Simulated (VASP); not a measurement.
Here is a VASP 6.6.1 calculation.

The input INCAR:

```
SYSTEM = Cd
ALGO = Normal ; EDIFF = 1E-6
EDIFFG = -0.005 ; ENCUT = 600
GGA = PE ; IBRION = 2
ISIF = 3 ; ISMEAR = -1
LASPH = .True. ; LCHARG = .False.
LREAL = .False. ; LWAVE = .False.
NELM = 80 ; NSW = 45
PREC = Accurate ; SIGMA = 0.05
```

The input KPOINTS:

```
k-points
0
Gamma
  15 15 8
  0 0 0
```

The input POSCAR:

```
Cd
1.0
    3.2037655623      0.0000000000      0.0000000000
   -1.6018827812      2.7745423647      0.0000000000
    0.0000000000      0.0000000000      5.0946771247
Cd
2
Direct
    0.3333333333      0.6666666667      0.2500000000
    0.6666666667      0.3333333333      0.7500000000
```

Potentials or basis: VASP PAW PBE potentials, release 64 (Cd).

Command:

```console
$ cat potpaw_PBE.64/Cd/POTCAR > POTCAR
$ mpirun -np 1 vasp_std > vasp.out
```

(1) Predict the band gap on the k mesh.

(2) Estimate the relaxed cell.

## Answers

(1) zero (bands 12 and 13 overlap by 2.35 eV).

(2) a = 3.207 Å, b = 3.207 Å, c = 5.101 Å, α = 90.00°, β = 90.00°, γ = 120.00°.
